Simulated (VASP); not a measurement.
Set up this calculation in VASP 6.6.1, as the native input.

* Task: single point
* Functional: LDA
* Potentials or basis: VASP PAW LDA potentials, release 64 (Zn, Ir)
* Cutoff: 520 eV
* k mesh: 14 × 14 × 8
* Occupations: fermi-dirac, width 0.03 eV
* Spin: collinear spin
* Starting moments: [0.0, 0.2] μB
* Fixed moment: 0.2 μB
* Dipole correction: no
* Further INCAR settings: ALGO = Normal; EDIFF = 1e-07; NBANDS = 22

The structure of ZnIr lies in POSCAR:

```
ZnIr
1.0
    2.7771790596      0.0000000000      0.0000000000
   -1.3885895298      2.4051076165      0.0000000000
    0.0000000000      0.0000000000      4.1638620700
Zn Ir
1 1
Direct
    0.6666666667      0.3333333333      0.5000000000
    0.0000000000      0.0000000000      0.0000000000
```

These files were run (other wordings do the same):

INCAR

```
SYSTEM = ZnIr
ALGO = Normal
EDIFF = 1E-7
ENCUT = 520
ISIF = 2
ISMEAR = -1
ISPIN = 2
LASPH = .TRUE.
LCHARG = .FALSE.
LMAXMIX = 4
LORBIT = 11
LREAL = .FALSE.
LWAVE = .FALSE.
MAGMOM = 0 0.2
NBANDS = 22
NELM = 150
NUPDOWN = 0.2
PREC = Accurate
SIGMA = 0.03
```

KPOINTS

```
k-points
0
G
  14 14 8
  0 0 0
```

Potentials or basis: VASP PAW LDA potentials, release 64 (Zn, Ir).

Run with:

```console
$ cat potpaw_LDA.64/Zn/POTCAR potpaw_LDA.64/Ir/POTCAR > POTCAR
$ mpirun -np 1 vasp_std > vasp.out
```

It gave:

```yaml
Pressure: -7.7 GPa
Net_moment: 0.20 μB per cell
Site_moments: Zn +0.02; Ir +0.17 μB
Valence_electrons_inside_the_program's_atomic_spheres: Zn 10.92; Ir 8.33
```

Caveat: the cell stands under tension; the total moment is fixed, so each spin has its own Fermi level and the state may be an excited one.

Run time: 51 s on 1 thread of Intel(R) Xeon(R) 6975P-C (Granite Rapids), on a shared host, peak memory 0.23 GiB.
